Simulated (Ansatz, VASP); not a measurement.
# Sc2SbP3 in VASP and in Ansatz

The input INCAR:

```
SYSTEM = Sc2SbP3
ALGO     = Normal         ! electronic algorithm
EDIFF    = 1E-6           ! SCF threshold, eV
ENCUT    = 520            ! plane-wave cutoff, eV
GGA      = PE             ! functional
ISIF     = 2              ! what is computed and relaxed
ISMEAR   = 0              ! smearing method
LASPH    = .True.         ! aspherical terms in the spheres
LCHARG   = .True.         ! write CHGCAR
LELF     = .True.         ! ELF
LREAL    = .False.        ! projectors in reciprocal space
LVHAR    = .True.       
LWAVE    = .False.        ! write WAVECAR
NBANDS   = 30             ! bands
NELM     = 80             ! most SCF steps
PREC     = Accurate       ! precision mode
SIGMA    = 0.1            ! smearing width, eV
```

The input KPOINTS:

```
k-points
0
Gamma
  3 3 6
  0 0 0
```

Contents of POSCAR:

```
Sc2SbP3
1.0
    6.0543235300      0.0000000000      0.0000000000
   -3.0271617600      5.2431979800      0.0000000000
    0.0000000000      0.0000000000      3.5297498700
Sc Sb P
2 1 3
Direct
    0.3333333300      0.6666666700      0.0000000000
    0.6666666700      0.3333333300      0.0000000000
    0.0000000000      0.0000000000      0.0000000000
    0.5000000000      0.0000000000      0.5000000000
    0.5000000000      0.5000000000      0.5000000000
    0.0000000000      0.5000000000      0.5000000000
```

Input for Ansatz:

```yaml
crystal:
  lattice:
    - [6.05432353, 0.0, 0.0]
    - [-3.02716176, 5.24319798, 0.0]
    - [0.0, 0.0, 3.52974987]
  atoms:
    - { symbol: Sc, position: [0.33333333, 0.66666667, 0.0] }
    - { symbol: Sc, position: [0.66666667, 0.33333333, 0.0] }
    - { symbol: Sb, position: [0.0, 0.0, 0.0] }
    - { symbol: P, position: [0.5, 0.0, 0.5] }
    - { symbol: P, position: [0.5, 0.5, 0.5] }
    - { symbol: P, position: [0.0, 0.5, 0.5] }
basis:
  ecutwfc: 420
kpoints:
  mp_grid: { grid: [3, 3, 6] }
hamiltonian:
  xc: pbe
scf:
  occupations: { method: gaussian, width: 0.1 }
  lower_state_search: "off"
output:
  forces: true
  stress: true
  eigenvalues: true
```

Change from the starting cell: species swapped into the DyCo3B2 type (P6/mmm, No. 191).

Alike in both runs: task single point; functional PBE; k mesh 3 × 3 × 6; occupations gaussian, width 0.1 eV; no spin polarisation.

|  | VASP | Ansatz |
| --- | --- | --- |
| version | VASP 6.6.1 | Ansatz 0.2.0 |
| potentials or method | VASP PAW PBE potentials, release 64 (Sc_sv, Sb, P), cutoff 520 eV | scalar-relativistic, plane waves, PAW |
| valence electrons in the cell | 42 | 52 |

Ansatz gave:

- gap on the k mesh at the Fermi level (eV): none
- pressure (GPa): 10.1
- traceless stress, the component that is largest in VASP (GPa): 9.03

Q: Estimate VASP's values.

A: gap on the k mesh at the Fermi level (eV): none; pressure (GPa): 10.2; traceless stress, the component that is largest in VASP (GPa): 9.15.

A gap of «none» marks a metal or a gap that the smearing closes. VASP's potentials hold 42 valence electrons a cell and Ansatz's 52, so a difference there can come from the potentials and not from the codes.

The k mesh is coarse, so the values compare programs but aren't converged. Spin-orbit coupling is off throughout.
